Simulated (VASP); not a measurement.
SiC (Moissanite 3C), 2 atoms in the cell. Symmetry: F-43m, No. 216, cubic system. The conventional cell has a = 4.358 Å, b = 4.358 Å, c = 4.358 Å, α = 90.00°, β = 90.00°, γ = 90.00°. Si (site symmetry -43m) has 4 C at 1.89 Å within 2.5 Å. C (site symmetry -43m) has 4 Si at 1.89 Å within 2.5 Å. 

- Program: VASP 6.6.1
- Task: single point
- Functional: PBE
- Potentials or basis: VASP PAW PBE potentials, release 64 (Si, C)
- Cutoff: 600 eV
- k mesh: 6 × 6 × 6
- Occupations: gaussian, width 0.01 eV
- Spin: no spin polarisation
- Dipole correction: no
- Further INCAR settings: ALGO = Normal; EDIFF = 1e-06; NBANDS = 11

Potentials or basis: VASP PAW PBE potentials, release 64 (Si, C).

Command:

```sh
$ cat potpaw_PBE.64/Si/POTCAR potpaw_PBE.64/C/POTCAR > POTCAR
$ mpirun -np 1 vasp_std > vasp.out
```

Hardware: 1 thread of Intel(R) Xeon(R) Platinum 8488C (Sapphire Rapids), with other jobs on the host.

Problem. Estimate the wall time of this run.

Solution. Run time: 5.7 s on 1 thread of Intel(R) Xeon(R) Platinum 8488C (Sapphire Rapids) (shared host), peak memory 0.14 GiB. Counts: scf iterations 12, k points 16.
